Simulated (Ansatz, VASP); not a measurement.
# AlNi in VASP and in Ansatz

The input INCAR:

```
SYSTEM = AlNi
PREC = Accurate
ENCUT = 520
EDIFF = 1E-6
ISMEAR = 0
SIGMA = 0.15
LREAL = .False.
LASPH = .True.
NELM = 60
ALGO = Fast
ISIF = 2
LWAVE = .False.
LCHARG = .True.
GGA = PS
LELF = .True.
LVHAR = .True.
NBANDS = 28
```

Contents of KPOINTS:

```
Automatic mesh
0
Gamma
  15 15 5
  0 0 0
```

Contents of POSCAR:

```
AlNi
1.0
    0.0000000000     -2.8618233747      0.0000000000
    0.0000000000      0.0000000000     -2.8618233747
    8.5854701242      0.0000000000      0.0000000000
Al Ni
3 3
Direct
    1.0000000000      0.0000000000      0.3333333333
    1.0000000000      0.0000000000      0.6666666667
    1.0000000000      0.0000000000      0.0000000000
    0.5000000000      0.5000000000      0.1666666667
    0.5000000000      0.5000000000      0.5000000000
    0.5000000000      0.5000000000      0.8333333333
```

Input for Ansatz:

```yaml
crystal:
  lattice:
    - [0.0, -2.8618233747, 0.0]
    - [0.0, 0.0, -2.8618233747]
    - [8.5854701242, 0.0, 0.0]
  atoms:
    - { symbol: Al, position: [1.0, 0.0, 0.3333333333] }
    - { symbol: Al, position: [1.0, 0.0, 0.6666666667] }
    - { symbol: Al, position: [1.0, 0.0, 0.0] }
    - { symbol: Ni, position: [0.5, 0.5, 0.1666666667] }
    - { symbol: Ni, position: [0.5, 0.5, 0.5] }
    - { symbol: Ni, position: [0.5, 0.5, 0.8333333333] }
basis:
  ecutwfc: 520.0
kpoints:
  mp_grid: { grid: [15, 15, 5] }
hamiltonian:
  xc: pbesol
  pseudopotentials: { kind: paw, azcp: { folder: soft_1 } }
scf:
  occupations: { method: gaussian, width: 0.15 }
output:
  forces: true
  stress: true
  eigenvalues: true
  write_density: true
  write_potential: true
  elf: true
  volumetric_format: npy
```

Alike in both runs: task single point; functional PBEsol; k mesh 15 × 15 × 5; occupations gaussian, width 0.15 eV; no spin polarisation.

|  | VASP | Ansatz |
| --- | --- | --- |
| version | VASP 6.6.1 | Ansatz 0.2.0 |
| potentials or method | VASP PAW PBE potentials, release 64 (Al, Ni), cutoff 520 eV | scalar-relativistic, plane waves, PAW |
| valence electrons in the cell | 39 | 63 |

|  | VASP | Ansatz | Ansatz less VASP |
| --- | --- | --- | --- |
| gap on the k mesh at the Fermi level (eV) | none | none | - |
| pressure (GPa) | 0.3 | 0.0 | -0.26 |

VASP's potentials were made for PBE, not for PBEsol, and Ansatz warns of the same on its side. A gap of «none» marks a metal or a gap that the smearing closes. VASP's potentials hold 39 valence electrons a cell and Ansatz's 63, so a difference there can come from the potentials and not from the codes.
